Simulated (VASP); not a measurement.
# Be (P6/mmm) in VASP: further runs

Be is run at these levels: LDA; tasks: single point.

All numbers are computed with VASP 6.6.1; they aren't measurements. Logs are shortened: lines on timing, memory, paths and dates and some standing lists are left out, and cuts for length are marked.

### Step 1. The cell of the first run

Symmetry: P6/mmm, No. 191, hexagonal system. The conventional cell has a = 3.519 Å, b = 3.519 Å, c = 2.149 Å, α = 90.00°, β = 90.00°, γ = 120.00°. Be (site symmetry 6/mmm) has 14 Be at 2.15 to 2.30 Å within 2.8 Å. Within 2.7 Å of Be (site symmetry -6m2) lie 11 Be at 2.03 to 2.30 Å.

### Step 2. Single point, LDA

Input file INCAR:

```
SYSTEM = Be
PREC     = Accurate       ! precision mode
ENCUT    = 520            ! plane-wave cutoff, eV
EDIFF    = 1E-7           ! SCF threshold, eV
ISMEAR   = -1             ! smearing method
SIGMA    = 0.1            ! smearing width, eV
LREAL    = .FALSE.        ! projectors in reciprocal space
LASPH    = .TRUE.         ! aspherical terms in the spheres
NELM     = 60             ! most SCF steps
ALGO     = Normal         ! electronic algorithm
ISIF     = 2              ! what is computed and relaxed
LWAVE    = .FALSE.        ! write WAVECAR
LCHARG   = .TRUE.         ! write CHGCAR
LELF     = .TRUE.         ! ELF
LVHAR    = .TRUE.       
NBANDS   = 10             ! bands
```

Input file KPOINTS:

```
Automatic mesh
0
G
  10 10 14
  0 0 0
```

Input file POSCAR:

```
Be
1.0
    3.5190826708      0.0000000000      0.0000000000
   -1.7595413354      3.0476149909      0.0000000000
    0.0000000000      0.0000000000      2.1489083260
Be
3
Direct
    1.0000000000      1.0000000000      1.0000000000
    0.3333333333      0.6666666667      0.5000000000
    0.6666666667      0.3333333333      0.5000000000
```

Potentials or basis: VASP PAW LDA potentials, release 64 (Be).

Started as:

```
cat potpaw_LDA.64/Be/POTCAR > POTCAR
mpirun -np 1 vasp_std > vasp.out
```

OUTCAR:

```text
SYSTEM = Be
   PREC = Accurate
   ENCUT = 520
   EDIFF = 1E-7
   ISMEAR = -1
   LREAL = .FALSE.
   LASPH = .TRUE.
   NELM = 60
   ISIF = 2

 ion  position               nearest neighbor table
   1  0.000  0.000  0.000-   2 2.30   3 2.30   2 2.30   3 2.30   2 2.30   2 2.30   3 2.30   3 2.30
                             3 2.30   3 2.30   2 2.30   2 2.30
   2  0.333  0.667  0.500-   3 2.03   3 2.03   3 2.03   1 2.30   1 2.30   1 2.30   1 2.30   1 2.30
                             1 2.30
   3  0.667  0.333  0.500-   2 2.03   2 2.03   2 2.03   1 2.30   1 2.30   1 2.30   1 2.30   1 2.30
                             1 2.30

  LATTYP: Found a hexagonal cell.
 ALAT       =     3.5190826708
 C/A-ratio  =     0.6106444568

  Lattice vectors:

 A1 = (   3.5190826708,   0.0000000000,   0.0000000000)
 A2 = (  -1.7595413354,   3.0476149909,   0.0000000000)
 A3 = (   0.0000000000,   0.0000000000,   2.1489083260)

Analysis of symmetry for initial positions (statically):
=====================================================================
 Subroutine PRICEL returns:
 Original cell was already a primitive cell.

 Routine SETGRP: Setting up the symmetry group for a
 hexagonal supercell.

 Subroutine GETGRP returns: Found 24 space group operations
 (whereof 24 operations were pure point group operations)
 out of a pool of 24 trial point group operations.

The static configuration has the point symmetry D_6h.

Analysis of symmetry for dynamics (positions and initial velocities):
=====================================================================
 Subroutine PRICEL returns:
 Original cell was already a primitive cell.

 Routine SETGRP: Setting up the symmetry group for a
 hexagonal supercell.

 Subroutine GETGRP returns: Found 24 space group operations
 (whereof 24 operations were pure point group operations)
 out of a pool of 24 trial point group operations.

The dynamic configuration has the point symmetry D_6h.

 Subroutine INISYM returns: Found 24 space group operations
 (whereof 24 operations are pure point group operations),
 and found     1 'primitive' translations

----------------------------------------------------------------------------------------

                                     Primitive cell

  volume of cell :      23.0466

  direct lattice vectors                    reciprocal lattice vectors
     3.519082671  0.000000000  0.000000000     0.284164964  0.164062718  0.000000000
    -1.759541335  3.047614991  0.000000000     0.000000000  0.328125437  0.000000000
     0.000000000  0.000000000  2.148908326     0.000000000  0.000000000  0.465352564

  length of vectors
     3.519082671  3.519082671  2.148908326     0.328125437  0.328125437  0.465352564

  position of ions in fractional coordinates (direct lattice)
     0.000000000  0.000000000  0.000000000
     0.333333333  0.666666667  0.500000000
     0.666666667  0.333333333  0.500000000

  ion indices of the primitive-cell ions
   primitive index   ion index
                 1           1
                 2           2
                 3           3

----------------------------------------------------------------------------------------

 KPOINTS: Automatic mesh

Automatic generation of k-mesh.
 Grid dimensions read from file:
 generate k-points for:   10   10   14

 Generating k-lattice:

  Cartesian coordinates                     Fractional coordinates (reciprocal lattice)
     0.028416496  0.016406272  0.000000000     0.100000000  0.000000000  0.000000000
     0.000000000  0.032812544  0.000000000     0.000000000  0.100000000  0.000000000
     0.000000000  0.000000000  0.033239469     0.000000000  0.000000000  0.071428571

  Length of vectors
     0.032812544  0.032812544  0.033239469

  Shift w.r.t. Gamma in fractional coordinates (k-lattice)
     0.000000000  0.000000000  0.000000000

 Subroutine IBZKPT returns following result:
 ===========================================

 Found    112 irreducible k-points:

 Following reciprocal coordinates:
            Coordinates               Weight
  0.000000  0.000000  0.000000      1.000000
  0.100000  0.000000  0.000000      6.000000
  0.200000  0.000000  0.000000      6.000000
  0.300000  0.000000  0.000000      6.000000
  0.400000  0.000000  0.000000      6.000000
  0.500000  0.000000  0.000000      3.000000
[... 16 lines left out ...]
  0.300000  0.100000  0.071429     24.000000
  0.400000  0.100000  0.071429     24.000000
 [... further k-points ...]
   k-points           NKPTS =    112   k-points in BZ     NKDIM =    112   number of bands    NBANDS=     10
   number of dos      NEDOS =    301   number of ions     NIONS =      3
   total plane-waves  NPLWV =  12544
   dimension x,y,z NGX =    28 NGY =   28 NGZ =   16
   dimension x,y,z NGXF=    56 NGYF=   56 NGZF=   32
   ions per type =               3
   NGX,Y,Z   is equivalent  to a cutoff of  13.23, 13.23, 12.38 a.u.
   NGXF,Y,Z  is equivalent  to a cutoff of  26.46, 26.46, 24.76 a.u.
 SYSTEM =  Be
[... 68 lines left out ...]
      3       6.3038      2.00000
      4       6.5323      1.99998
      5       6.5323      1.99998
      6      13.4730      0.00000
      7      13.7272      0.00000
      8      18.6688      0.00000
      9      27.2749      0.00000
     10      27.3197      0.00000

 k-point     2 :       0.1000    0.0000    0.0000
  band No.  band energies     occupation
      1      -4.2340      2.00000
      2       4.7171      2.00000
      3       5.0108      2.00000
      4       7.6926      1.04241
      5       8.1286      0.02744
      6      13.9238      0.00000
      7      14.1307      0.00000
      8      18.8108      0.00000
      9      26.6438      0.00000
     10      26.9244      0.00000

 k-point     3 :       0.2000    0.0000    0.0000
  band No.  band energies     occupation
      1      -3.8873      2.00000
      2       2.9492      2.00000
      3       3.9180      2.00000
      4       8.2872      0.00568
      5      10.1282      0.00000
      6      14.8583      0.00000
      7      15.6205      0.00000
      8      19.2343      0.00000
      9      25.1504      0.00000
     10      25.5938      0.00000

 k-point     4 :       0.3000    0.0000    0.0000
  band No.  band energies     occupation
      1      -3.3090      2.00000
      2       1.2878      2.00000
      3       3.1348      2.00000
      4       8.4366      0.00128
      5      12.4107      0.00000
      6      16.1023      0.00000
      7      17.8331      0.00000
      8      19.9312      0.00000
      9      23.2891      0.00000
     10      23.3450      0.00000

 k-point     5 :       0.4000    0.0000    0.0000
  band No.  band energies     occupation
      1      -2.4991      2.00000
      2      -0.1912      2.00000
      3       2.6642      2.00000
      4       8.4377      0.00126
      5      14.9489      0.00000
      6      17.6267      0.00000
      7      20.0384      0.00000
      8      20.5862      0.00000
      9      20.8856      0.00000
     10      21.3185      0.00000

 k-point     6 :       0.5000    0.0000    0.0000
  band No.  band energies     occupation
      1      -1.4938      2.00000
      2      -1.4222      2.00000
      3       2.5072      2.00000
      4       8.4266      0.00141
      5      17.4918      0.00000
      6      17.9306      0.00000
      7      19.2295      0.00000
      8      19.5517      0.00000
      9      21.0984      0.00000
     10      22.0757      0.00000
[... 183 lines left out ...]
 k-point    21 :       0.1000    0.1000    0.0714
  band No.  band energies     occupation
      1      -3.8834      2.00000
      2       3.8971      2.00000
      3       3.9126      2.00000
      4       8.9399      0.00001
      5       9.0939      0.00000
      6      14.4685      0.00000
      7      14.7775      0.00000
      8      18.4771      0.00000
      9      25.3396      0.00000
     10      25.9196      0.00000

 k-point    22 :       0.2000    0.1000    0.0714
  band No.  band energies     occupation
      1      -3.4203      2.00000
      2       2.2699      2.00000
      3       3.0754      2.00000
      4       9.2230      0.00000
      5      10.9179      0.00000
      6      15.8213      0.00000
      7      16.5293      0.00000
      8      18.9215      0.00000
      9      23.3470      0.00000
     10      24.8736      0.00000

 k-point    23 :       0.3000    0.1000    0.0714
  band No.  band energies     occupation
      1      -2.7255      2.00000
      2       0.7198      2.00000
      3       2.5006      2.00000
      4       9.2048      0.00000
      5      13.1301      0.00000
      6      17.3145      0.00000
      7      18.7516      0.00000
      8      19.4699      0.00000
      9      21.0015      0.00000
     10      23.2627      0.00000

 k-point    24 :       0.4000    0.1000    0.0714
  band No.  band energies     occupation
      1      -1.8008      2.00000
      2      -0.6463      2.00000
      3       2.2091      2.00000
      4       9.1606      0.00000
      5      15.5564      0.00000
      6      18.0596      0.00000
      7      19.0475      0.00000
      8      20.1735      0.00000
      9      20.6005      0.00000
     10      21.5011      0.00000

 [... further k-points ...]
[... 5 lines left out ...]
  --------------------------------------------------------------------------------------
  -------------------------------------------------------------------------------------
  Total        0.0583572      0.0583572      0.0572969      0.0000000      0.0000000      0.0000000
  in kB        4.0569279      4.0569279      3.9832161      0.0000000      0.0000000      0.0000000
  external PRESSURE =       4.0323573 kB  Pullay stress =       0.0000000 kB

 VOLUME and BASIS-vectors are now :
 -----------------------------------------------------------------------------
  energy-cutoff  :      520.00
  volume of cell :       23.05
      direct lattice vectors                 reciprocal lattice vectors
     3.519082671  0.000000000  0.000000000     0.284164964  0.164062718  0.000000000
    -1.759541335  3.047614991  0.000000000     0.000000000  0.328125437  0.000000000
     0.000000000  0.000000000  2.148908326     0.000000000  0.000000000  0.465352564

 POSITION                                       TOTAL-FORCE (eV/Angst)
 -----------------------------------------------------------------------------------
      0.00000      0.00000      0.00000         0.000000      0.000000      0.000000
     -0.00000      2.03174      1.07445         0.000000     -0.000000      0.000000
      1.75954      1.01587      1.07445        -0.000000      0.000000     -0.000000
 -----------------------------------------------------------------------------------
    total drift:                                0.000000     -0.000000     -0.000000

  FREE ENERGIE OF THE ION-ELECTRON SYSTEM (eV)
  ---------------------------------------------------
  free  energy   TOTEN  =       -12.0568284498 eV

  energy  without entropy=      -12.0406306727  energy(sigma->0) =      -12.04872956
```

Run time: 7.3 s. Hardware: 1 thread of Intel Xeon 6975P-C (Granite Rapids), shared host; peak memory 0.13 GiB.

What came out:

| Quantity | Value |
| --- | --- |
| Free energy | -12.0568 eV |
| Pressure | 0.4 GPa |
| Band gap on the k mesh | zero (band 3 reaches 11.46 eV, above the bottom of band 4 at 6.53 eV) |

Levels at points of the mesh, in eV from the Fermi level:
```tsv
k point	band 1	band 2	band 3	band 4	band 5	band 6	band 7	band 8
(0.00, 0.00, 0.00)	-12.05	-1.40	-1.40	-1.17	-1.17	5.77	6.03	10.97
(0.50, 0.00, 0.00)	-9.19	-9.12	-5.19	0.73	9.79	10.23	11.53	11.85
(0.00, 0.00, 0.50)	-6.66	-5.71	3.76	3.76	4.26	6.01	6.01	7.21
(0.50, 0.00, 0.50)	-4.61	-4.56	-1.87	-0.37	1.32	3.87	5.96	6.78
```

### Step 3. Single point, LDA (volume scaled by 0.88)

Input file INCAR:

```
SYSTEM = Be
PREC     = Accurate       ! precision mode
ENCUT    = 520            ! plane-wave cutoff, eV
EDIFF    = 1E-6           ! SCF threshold, eV
ISMEAR   = -1             ! smearing method
SIGMA    = 0.1            ! smearing width, eV
LREAL    = .False.        ! projectors in reciprocal space
LASPH    = .True.         ! aspherical terms in the spheres
NELM     = 80             ! most SCF steps
ALGO     = Normal         ! electronic algorithm
ISIF     = 2              ! what is computed and relaxed
LWAVE    = .False.        ! write WAVECAR
LCHARG   = .False.        ! write CHGCAR
NBANDS   = 10             ! bands
```

Input file KPOINTS:

```
Automatic mesh
0
Gamma
  12 12 16
  0 0 0
```

Input file POSCAR:

```
Be
1.0
    3.3722805175      0.0000000000      0.0000000000
   -1.6861402587      2.9204805968      0.0000000000
    0.0000000000      0.0000000000      2.0592644049
Be
3
Direct
    1.0000000000      1.0000000000      1.0000000000
    0.3333333333      0.6666666667      0.5000000000
    0.6666666667      0.3333333333      0.5000000000
```

Potentials or basis: VASP PAW LDA potentials, release 64 (Be).

Started as:

```
cat potpaw_LDA.64/Be/POTCAR > POTCAR
mpirun -np 1 vasp_std > vasp.out
```

Run time: 9.4 s. Hardware: 1 thread of Intel Xeon 6975P-C (Granite Rapids), shared host; peak memory 0.14 GiB.

The run converged. Its results:

| Property | Result |
| --- | --- |
| Free energy | -11.8947 eV |
| Pressure | 20.1 GPa |
| Band gap on the k mesh | zero (band 3 reaches 12.99 eV, above the bottom of band 4 at 7.52 eV) |

Stress tensor (GPa, compression positive):
```
21.69  0.00  0.00
 0.00 21.69  0.00
 0.00  0.00 16.84
```

Levels at points of the mesh, in eV from the Fermi level:
```csv
k point,band 1,band 2,band 3,band 4,band 5,band 6,band 7,band 8
"(0.00, 0.00, 0.00)",-12.91,-1.71,-1.71,-1.45,-1.45,6.69,7.05,11.97
"(0.50, 0.00, 0.00)",-9.94,-9.86,-5.85,1.05,10.59,11.02,12.79,13.08
"(0.00, 0.00, 0.50)",-7.39,-6.14,4.02,4.02,4.56,6.45,6.45,7.65
"(0.50, 0.00, 0.50)",-5.18,-5.13,-2.14,-0.17,1.31,4.03,6.74,7.62
```

### Step 4. Single point, LDA (volume scaled by 0.92)

Input file INCAR:

```
ALGO = Normal ; EDIFF = 1E-7
ENCUT = 520 ; ISIF = 2
ISMEAR = -1 ; LASPH = T
LCHARG = T ; LELF = T
LREAL = F ; LVHAR = T
LWAVE = F ; NBANDS = 10
NELM = 80 ; PREC = Accurate
SIGMA = 0.1
```

Input file KPOINTS:

```
k-points
0
Gamma
  12 12 16
```

Input file POSCAR:

```
Be
1.0
    3.4226204842      0.0000000000      0.0000000000
   -1.7113102421      2.9640762868      0.0000000000
    0.0000000000      0.0000000000      2.0900042265
Be
3
Direct
    1.0000000000      1.0000000000      1.0000000000
    0.3333333333      0.6666666667      0.5000000000
    0.6666666667      0.3333333333      0.5000000000
```

Started as:

```
cat potpaw_LDA.64/Be/POTCAR > POTCAR
mpirun -np 1 vasp_std > vasp.out
```

Wall time 11 s (1 thread of Intel Xeon 6975P-C (Granite Rapids), shared host); peak memory 0.14 GiB.

The run converged. Its results:

| Property | Result |
| --- | --- |
| Free energy | -11.9874 eV |
| Pressure | 12.3 GPa |
| Band gap on the k mesh | zero (band 3 reaches 12.44 eV, above the bottom of band 4 at 7.17 eV) |

Stress tensor (GPa, compression positive):
```
13.26  0.00  0.00
 0.00 13.26  0.00
 0.00  0.00 10.52
```

Levels at points of the mesh, in eV from the Fermi level:
```csv
k point,band 1,band 2,band 3,band 4,band 5,band 6
"(0.00, 0.00, 0.00)",-12.62,-1.61,-1.61,-1.36,-1.36,6.35
"(0.50, 0.00, 0.00)",-9.69,-9.61,-5.63,0.92,10.30,10.73
"(0.00, 0.00, 0.50)",-7.14,-6.00,3.91,3.91,4.44,6.28
"(0.50, 0.00, 0.50)",-4.97,-4.96,-2.05,-0.25,1.30,3.96
```

### Step 5. Single point, LDA (volume scaled by 0.96)

Input file INCAR:

```
  ALGO = Normal
  EDIFF = 1E-6
  ENCUT = 520
  ISIF = 2
  ISMEAR = -1
  LASPH = True
  LCHARG = False
  LREAL = False
  LWAVE = False
  NBANDS = 10
  NELM = 80
  PREC = Accurate
  SIGMA = 0.1
```

KPOINTS is that of step 4.

Input file POSCAR:

```
Be
1.0
    3.4715216693      0.0000000000      0.0000000000
   -1.7357608346      3.0064259554      0.0000000000
    0.0000000000      0.0000000000      2.1198654641
Be
3
Direct
    1.0000000000      1.0000000000      1.0000000000
    0.3333333333      0.6666666667      0.5000000000
    0.6666666667      0.3333333333      0.5000000000
```

Started as:

```
cat potpaw_LDA.64/Be/POTCAR > POTCAR
mpirun -np 1 vasp_std > vasp.out
```

It took 9.3 s on 1 thread of Intel Xeon 6975P-C (Granite Rapids), shared host; peak memory 0.14 GiB.

Results (log left out):

| Item | Value |
| --- | --- |
| Free energy | -12.0393 eV |
| Pressure | 5.9 GPa |
| Band gap on the k mesh | zero (band 3 reaches 11.93 eV, above the bottom of band 4 at 6.84 eV) |

Stress tensor (GPa, compression positive):
```
6.19 0.00 0.00
0.00 6.19 0.00
0.00 0.00 5.22
```

Levels at points of the mesh, in eV from the Fermi level:
```
           k point  band 1  band 2  band 3  band 4  band 5  band 6  band 7  band 8
(0.00, 0.00, 0.00)  -12.34   -1.51   -1.51   -1.28   -1.28    6.04    6.32   11.26
(0.50, 0.00, 0.00)   -9.45   -9.38   -5.42    0.80   10.02   10.45   11.90   12.21
(0.00, 0.00, 0.50)   -6.91   -5.86    3.82    3.82    4.33    6.13    6.13    7.33
(0.50, 0.00, 0.50)   -4.79   -4.78   -1.97   -0.33    1.29    3.90    6.18    7.02
```

### Step 6. The runs side by side

| cell | k mesh | gap on the mesh (eV) | pressure (GPa) |
| --- | --- | --- | --- |
| a = 3.519, b = 3.519, c = 2.149 Å, angles 90.0, 90.0, 120.0°, 3 atoms | 10 × 10 × 14 | none | 0.4 |
| a = 3.372, b = 3.372, c = 2.059 Å, angles 90.0, 90.0, 120.0°, 3 atoms | 12 × 12 × 16 | none | 20.1 |
| a = 3.423, b = 3.423, c = 2.090 Å, angles 90.0, 90.0, 120.0°, 3 atoms | 12 × 12 × 16 | none | 12.3 |
| a = 3.472, b = 3.472, c = 2.120 Å, angles 90.0, 90.0, 120.0°, 3 atoms | 12 × 12 × 16 | none | 5.9 |

Alike in all rows: task single point; level LDA; potentials or basis VASP PAW LDA potentials, release 64 (Be); no spin polarisation; cutoff (eV) 520; smearing fermi-dirac 0.1 eV.

Absolute energies hang on the potentials; compare differences alone.
